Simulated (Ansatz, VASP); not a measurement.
Two plane-wave programs on Si

The input INCAR:

```
SYSTEM = Si
  ALGO = Normal
  EDIFF = 1E-7
  EDIFFG = -0.002
  ENCUT = 500
  GGA = PE
  GGA_COMPAT = .FALSE.
  IBRION = 2
  ISIF = 3
  ISMEAR = 0
  LASPH = .TRUE.
  LCHARG = .FALSE.
  LREAL = .FALSE.
  LWAVE = .FALSE.
  NELM = 120
  NELMIN = 4
  NSW = 100
  PREC = Accurate
  SIGMA = 0.02
```

File KPOINTS:

```
k-points
0
G
  10 10 10
  0 0 0
```

The input POSCAR:

```
Si
1.0
    0.0000000000      2.7200000000      2.7200000000
    2.7200000000      0.0000000000      2.7200000000
    2.7200000000      2.7200000000      0.0000000000
Si
2
Direct
    0.0000000000      0.0000000000      0.0000000000
    0.2500000000      0.2500000000      0.2500000000
```

Input for Ansatz:

```yaml
crystal:
  lattice:
    - [0.0, 2.72, 2.72]
    - [2.72, 0.0, 2.72]
    - [2.72, 2.72, 0.0]
  atoms:
    - { symbol: Si, position: [0.0, 0.0, 0.0] }
    - { symbol: Si, position: [0.25, 0.25, 0.25] }
basis:
  ecutwfc: 420
kpoints:
  mp_grid: { grid: [10, 10, 10] }
hamiltonian:
  xc: pbe
  pseudopotentials: { kind: paw, azcp: { folder: soft_1 } }
scf:
  occupations: { method: gaussian, width: 0.02 }
output:
  forces: true
  stress: true
  eigenvalues: true
  write_density: true
  write_potential: true
  elf: true
  volumetric_format: npy
relax:
  adjacent_minimum: "off"
  f_tol: 0.002
  max_steps: 80
  cell: { stress_tol: 0.02 }
```

Alike in both runs: task relaxation of cell and atoms; functional PBE; k mesh 10 × 10 × 10; occupations gaussian, width 0.02 eV; no spin polarisation.

|  | VASP | Ansatz |
| --- | --- | --- |
| version | VASP 6.6.1 | Ansatz 0.2.0 |
| potentials or method | VASP PAW PBE potentials, release 64 (Si), cutoff 500 eV | scalar-relativistic, plane waves, PAW |
| valence electrons in the cell | 8 | 8 |

Ansatz gave:

```
gap on the k mesh at the Fermi level, each at its own relaxed structure (eV) : 0.62
relaxed volume (Å³/atom)                                                     : 20.45
relaxed cell length with the largest relative difference (Å)                 : 3.868
```

Question: Which values does VASP return?

Answer: gap on the k mesh at the Fermi level, each at its own relaxed structure (eV): 0.62; relaxed volume (Å³/atom): 20.44; relaxed cell length with the largest relative difference (Å): 3.867.
